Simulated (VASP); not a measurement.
# BiPt2 (P4_2/nmc) in VASP: single point with PBE

Aim: the single point of BiPt2 with PBE.

Program: VASP 6.6.1. These are calculated values, not measurements. Logs are shortened: lines on timing, memory, paths and dates and some standing lists are left out, and cuts for length are marked.

**1. The cell of the first run**

Symmetry: P4_2/nmc, No. 137, tetragonal system. Conventional cell: a = 4.494 Å, b = 4.494 Å, c = 6.470 Å, α = 90.00°, β = 90.00°, γ = 90.00°. Within 3.4 Å of Bi (site symmetry -4m2) lie 8 Pt at 2.60 to 2.96 Å. Within 3.4 Å of Pt (site symmetry 2mm) lie 4 Bi at 2.60 to 2.96 Å and 6 Pt at 3.24 Å.

**2. Single point, PBE**

The input, INCAR:

```
PREC = Accurate
ENCUT = 520
EDIFF = 1E-6
ISMEAR = 0
SIGMA = 0.1
LREAL = F
LASPH = T
NELM = 100
ALGO = Fast
ISIF = 2
LWAVE = F
LCHARG = T
GGA = PE
LELF = T
LVHAR = T
NBANDS = 44
```

The input, KPOINTS:

```
regular mesh
0
Gamma
  4 4 4
```

The input, POSCAR:

```
BiPt2
1.0
    4.4944743341      0.0000000000      0.0000000000
    0.0000000000      4.4944743341      0.0000000000
    0.0000000000      0.0000000000      6.4703132916
Bi Pt
2 4
Direct
    0.0000000000      0.0000000000      0.0000000000
    0.5000000000      0.5000000000      0.5000000000
    0.0000000000      0.5000000000      0.2030000000
    0.0000000000      0.5000000000      0.7030000000
    0.5000000000      0.0000000000      0.2970000000
    0.5000000000      0.0000000000      0.7970000000
```

Potentials or basis: VASP PAW PBE potentials, release 64 (Bi_d, Pt).

On the command line:

```sh
cat potpaw_PBE.64/Bi_d/POTCAR potpaw_PBE.64/Pt/POTCAR > POTCAR
mpirun -np 1 vasp_std > vasp.out
```

OUTCAR:

```text
PREC = Accurate
   ENCUT = 520
   EDIFF = 1E-6
   ISMEAR = 0
   LREAL = F
   LASPH = T
   NELM = 100
   ISIF = 2
   GGA = PE

 ion  position               nearest neighbor table
   1  0.000  0.000  0.000-   3 2.60   6 2.60   3 2.60   6 2.60   5 2.96   4 2.96   5 2.96   4 2.96

   2  0.500  0.500  0.500-   4 2.60   5 2.60   5 2.60   4 2.60   3 2.96   6 2.96   3 2.96   6 2.96

   3  0.000  0.500  0.203-   1 2.60   1 2.60   2 2.96   2 2.96   4 3.24   4 3.24   5 3.24   5 3.24
                             5 3.24   5 3.24
   4  0.000  0.500  0.703-   2 2.60   2 2.60   1 2.96   1 2.96   3 3.24   3 3.24   6 3.24   6 3.24
                             6 3.24   6 3.24
   5  0.500  0.000  0.297-   2 2.60   2 2.60   1 2.96   1 2.96   6 3.24   6 3.24   3 3.24   3 3.24
                             3 3.24   3 3.24
   6  0.500  0.000  0.797-   1 2.60   1 2.60   2 2.96   2 2.96   5 3.24   5 3.24   4 3.24   4 3.24
                             4 3.24   4 3.24

  LATTYP: Found a simple tetragonal cell.
 ALAT       =     4.4944743341
 C/A-ratio  =     1.4396151386

  Lattice vectors:

 A1 = (   4.4944743341,   0.0000000000,   0.0000000000)
 A2 = (   0.0000000000,   4.4944743341,   0.0000000000)
 A3 = (   0.0000000000,   0.0000000000,   6.4703132916)

Analysis of symmetry for initial positions (statically):
=====================================================================
 Subroutine PRICEL returns:
 Original cell was already a primitive cell.

 Routine SETGRP: Setting up the symmetry group for a
 simple tetragonal supercell.

 Subroutine GETGRP returns: Found 16 space group operations
 (whereof  8 operations were pure point group operations)
 out of a pool of 16 trial point group operations.

The static configuration has the point symmetry D_2d.
 The point group associated with its full space group is D_4h.

Analysis of symmetry for dynamics (positions and initial velocities):
=====================================================================
 Subroutine PRICEL returns:
 Original cell was already a primitive cell.

 Routine SETGRP: Setting up the symmetry group for a
 simple tetragonal supercell.

 Subroutine GETGRP returns: Found 16 space group operations
 (whereof  8 operations were pure point group operations)
 out of a pool of 16 trial point group operations.

The dynamic configuration has the point symmetry D_2d.
 The point group associated with its full space group is D_4h.

 Subroutine INISYM returns: Found 16 space group operations
 (whereof  8 operations are pure point group operations),
 and found     1 'primitive' translations

[... 102 lines left out ...]
   ISYM   =      2    0-nonsym 1-usesym 2-fastsym
   POTIM  = 0.5000    time-step for ionic-motion
   TEBEG  =    0.0;   TEEND  =   0.0 temperature during run
   PSTRESS=    0.0 pullay stress
   NELECT =      70.0000    total number of electrons
   NUPDOWN=      -1.0000    fix difference up-down
   EMIN   =  10.00;   EMAX   =-10.00  energy-range for DOS
   EFERMI =   0.00;   METHOD = LEGACY
   ISMEAR =     0;   SIGMA  =   0.10  broadening in eV -4-tet -1-fermi 0-gaus
   EFERMI_NEDOS =   21; number of points for ismear=-14 and -15
   IALGO  =     68    algorithm
   IMIX   =      4    mixing-type and parameters
     AMIX     =   0.40;   BMIX     =  1.00
     AMIX_MAG =   1.60;   BMIX_MAG =  1.00
  volume/ion in A,a.u.               =      21.78       147.00
  Fermi-wavevector in a.u.,A,eV,Ry     =   1.329474  2.512341 24.048308  1.767501
  Thomas-Fermi vector in A             =   2.458634
   LORBIT       =      0    0 simple, 1 ext, 2 COOP (PROOUT), +10 PAW based schemes
   GGA     = PE    functional components
   LHFCALC =     F    Hartree Fock is set to
   AEXX    =    0.0000 exact exchange contribution
   IVDW    =     0    specifies the selected vdW correction
   LEPSILON=     F    determine dielectric tensor
   LRPA    =     F    only Hartree local field effects (RPA)
 non-spin polarized calculation
 RMM-DIIS sequential band-by-band and
 Gauss-broadening in eV      SIGMA  =   0.10
  energy-cutoff  :      520.00
  volume of cell :      130.70
 maximum number of plane-waves:      3536
 NGX is ok and might be reduce to    36
   NGX = 17   NGY = 17   NGZ = 25

 number of electron      70.0000019 magnetization

 Free energy of the ion-electron system (eV)
  ---------------------------------------------------
  ext. energy  EPLUGINS =         0.00000000
  ---------------------------------------------------
  free energy    TOTEN  =       -29.92375383 eV

  energy without entropy =      -29.88728585  energy(sigma->0) =      -29.90551984

 E-fermi :   8.2535     XC(G=0): -11.3622

 val. band max:        8.2299254513   @ k =   0.2500   0.0000   0.2500
 cond. band min:       8.2604822862   @ k =   0.2500   0.2500   0.2500
 fundamental gap:      0.0305568349
 Fermi energy:         8.2535000480

 k-point     1 :       0.0000    0.0000    0.0000
  band No.  band energies     occupation
      1     -14.7740      2.00000
      2     -14.7553      2.00000
      3     -14.7406      2.00000
      4     -14.7406      2.00000
      5     -14.7366      2.00000
      6     -14.7366      2.00000
[... 835 lines left out ...]
     43      14.2188      0.00000
     44      14.2191      0.00000

------------------------ aborting loop because EDIFF is reached ----------------------------------------

  FORCE on cell =-STRESS in cart. coord.  units (eV):
  Direction    XX          YY          ZZ          XY          YZ          ZX
  --------------------------------------------------------------------------------------
  -------------------------------------------------------------------------------------
  Total        5.0881144      5.0881144      3.8266727      0.0000000      0.0000000      0.0000000
  in kB       62.3712326     62.3712326     46.9082012      0.0000000      0.0000000      0.0000000
  external PRESSURE =      57.2168888 kB  Pullay stress =       0.0000000 kB

 VOLUME and BASIS-vectors are now :
 -----------------------------------------------------------------------------
  energy-cutoff  :      520.00
  volume of cell :      130.70
      direct lattice vectors                 reciprocal lattice vectors
     4.494474334  0.000000000  0.000000000     0.222495430  0.000000000  0.000000000
     0.000000000  4.494474334  0.000000000     0.000000000  0.222495430  0.000000000
     0.000000000  0.000000000  6.470313292     0.000000000  0.000000000  0.154552022

 POSITION                                       TOTAL-FORCE (eV/Angst)
 -----------------------------------------------------------------------------------
      0.00000      0.00000      0.00000         0.000000     -0.000000      0.000000
      2.24724      2.24724      3.23516         0.000000      0.000000      0.000000
      0.00000      2.24724      1.31347         0.000000     -0.000000      1.585941
      0.00000      2.24724      4.54863         0.000000     -0.000000      1.585941
      2.24724      0.00000      1.92168        -0.000000     -0.000000     -1.585941
      2.24724      0.00000      5.15684         0.000000     -0.000000     -1.585941
 -----------------------------------------------------------------------------------
    total drift:                                0.000000      0.000000      0.000000

  FREE ENERGIE OF THE ION-ELECTRON SYSTEM (eV)
  ---------------------------------------------------
  free  energy   TOTEN  =       -29.9237538263 eV

  energy  without entropy=      -29.8872858506  energy(sigma->0) =      -29.90551984
```

OSZICAR:

```text
N       E                     dE             d eps       ncg     rms          rms(c)
DAV:   1     0.746740911109E+03    0.74674E+03   -0.34181E+04  1584   0.180E+03
DAV:   2     0.562224260567E+02   -0.69052E+03   -0.66546E+03  1644   0.488E+02
DAV:   3    -0.260620806503E+02   -0.82285E+02   -0.77890E+02  1720   0.164E+02
DAV:   4    -0.303327616348E+02   -0.42707E+01   -0.41614E+01  1868   0.382E+01
DAV:   5    -0.305038946077E+02   -0.17113E+00   -0.17090E+00  2156   0.801E+00    0.124E+01
RMM:   6    -0.299964812605E+02    0.50741E+00   -0.15360E+00  1659   0.606E+00    0.677E+00
RMM:   7    -0.299255514563E+02    0.70930E-01   -0.22439E-01  2199   0.318E+00    0.276E+00
RMM:   8    -0.299248158664E+02    0.73559E-03   -0.69590E-02  2270   0.128E+00    0.267E-01
RMM:   9    -0.299233819130E+02    0.14340E-02   -0.15564E-02  2115   0.101E+00    0.632E-02
RMM:  10    -0.299237253290E+02   -0.34342E-03   -0.40623E-03  2790   0.338E-01    0.510E-02
RMM:  11    -0.299237490460E+02   -0.23717E-04   -0.34895E-04  2554   0.102E-01    0.306E-02
RMM:  12    -0.299237531314E+02   -0.40854E-05   -0.48743E-05  2600   0.353E-02    0.100E-02
RMM:  13    -0.299237538263E+02   -0.69484E-06   -0.77580E-06  1893   0.153E-02
   1 F= -.29923754E+02 E0= -.29905520E+02  d E =-.364680E-01
```

Wall time 41 s (1 thread of Intel Xeon Platinum 8559C (Emerald Rapids), shared host); peak memory 0.27 GiB.

Results:

```
Free energy            : -29.9238 eV
Pressure               : 5.7 GPa
Largest force          : 1.586 eV/Å
Band gap on the k mesh : zero (band 35 reaches 9.37 eV, above the bottom of band 36 at 7.68 eV)
```

Forces on the atoms (eV/Å):
```
Bi   0.000  0.000  0.000
Bi   0.000  0.000  0.000
Pt   0.000  0.000  1.586
Pt   0.000  0.000  1.586
Pt   0.000  0.000 -1.586
Pt   0.000  0.000 -1.586
```

Caveat: spin-orbit coupling is left out, which moves the levels of the heavy elements; forces of over 1 eV/Å act on the atoms, so gaps and moduli don't describe the material at rest.
